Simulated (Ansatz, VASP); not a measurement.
**PbS in VASP and in Ansatz**

```xyz
2
Lattice="0.0000 2.8845 2.8845 2.8845 0.0000 2.8845 2.8845 2.8845 0.0000" Properties=species:S:1:pos:R:3 pbc="T T T"
Pb    0.0000    0.0000    0.0000
S     2.8845    2.8845    2.8845
```

Alike in both runs: task single point; functional PBE; k mesh 6 × 6 × 6; no spin polarisation.

|  | VASP | Ansatz |
| --- | --- | --- |
| version | VASP 6.6.1 | Ansatz 0.2.0 |
| potentials or method | VASP PAW PBE potentials, release 64 (Pb_d, S), cutoff 500 eV | plane waves, PAW |
| occupations | gaussian, width 0.01 eV | fixed |
| valence electrons in the cell | 20 | 20 |

```tsv
	VASP	Ansatz	Ansatz less VASP
pressure (GPa)	8.2	8.4	+0.14
```

Neither program's run includes spin-orbit coupling.
